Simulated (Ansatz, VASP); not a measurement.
**CaMg26O27: VASP beside Ansatz**

```
Ca Mg O
1.0
     0.00000    6.05550    6.05550
     6.05550    0.00000    6.05550
     6.05550    6.05550    0.00000
Ca Mg O
1 26 27
Direct
  0.00000 0.00000 0.00000
  0.00000 0.00000 0.33576
  0.00000 0.00000 0.66424
  0.00000 0.33576 0.00000
  0.99952 0.33349 0.33349
  0.00000 0.33576 0.66424
  0.00000 0.66424 0.00000
  0.00000 0.66424 0.33576
  0.00048 0.66651 0.66651
  0.33576 0.00000 0.00000
  0.33349 0.99952 0.33349
  0.33576 0.00000 0.66424
  0.33349 0.33349 0.99952
  0.33349 0.33349 0.33349
  0.33516 0.33516 0.66484
  0.33576 0.66424 0.00000
  0.33516 0.66484 0.33516
  0.33516 0.66484 0.66484
  0.66424 0.00000 0.00000
  0.66424 0.00000 0.33576
  0.66651 0.00048 0.66651
  0.66424 0.33576 0.00000
  0.66484 0.33516 0.33516
  0.66484 0.33516 0.66484
  0.66651 0.66651 0.00048
  0.66484 0.66484 0.33516
  0.66651 0.66651 0.66651
  0.16658 0.16658 0.16658
  0.16658 0.16658 0.50025
  0.17527 0.17527 0.82473
  0.16658 0.50025 0.16658
  0.16686 0.50000 0.50000
  0.16686 0.50000 0.83314
  0.17527 0.82473 0.17527
  0.16686 0.83314 0.50000
  0.17527 0.82473 0.82473
  0.50025 0.16658 0.16658
  0.50000 0.16686 0.50000
  0.50000 0.16686 0.83314
  0.50000 0.50000 0.16686
  0.50000 0.50000 0.50000
  0.50000 0.50000 0.83314
  0.50000 0.83314 0.16686
  0.50000 0.83314 0.50000
  0.49975 0.83342 0.83342
  0.82473 0.17527 0.17527
  0.83314 0.16686 0.50000
  0.82473 0.17527 0.82473
  0.83314 0.50000 0.16686
  0.83314 0.50000 0.50000
  0.83342 0.49975 0.83342
  0.82473 0.82473 0.17527
  0.83342 0.83342 0.49975
  0.83342 0.83342 0.83342
```

Alike in both runs: functional PBE; k mesh 3 × 3 × 3; occupations fermi-dirac, width 0.01 eV; no spin polarisation.

Ansatz relaxed the structure, and its values are those at the end. VASP's run is a single point on that final structure, the one shown.

|  | VASP | Ansatz |
| --- | --- | --- |
| version | VASP 6.6.1 | Ansatz 0.2.0 |
| potentials or method | VASP PAW PBE potentials, release 64 (Ca_sv, Mg, O) | plane-wave PAW, scalar-relativistic |
| plane-wave cutoff (eV) | 520 | 420 |
| valence electrons in the cell | 224 | 432 |

|  | VASP | Ansatz | Ansatz less VASP |
| --- | --- | --- | --- |
| gap on the k mesh at the Fermi level (eV) | 6.13 | 6.15 | +0.014 |
| rms of the force components (eV/Å) | 0.017 | 0.007 | -0.0097 |

VASP's potentials hold 224 valence electrons a cell and Ansatz's 432, so a difference there can come from the potentials and not from the codes. Ansatz's warnings: stress scf threshold loose.
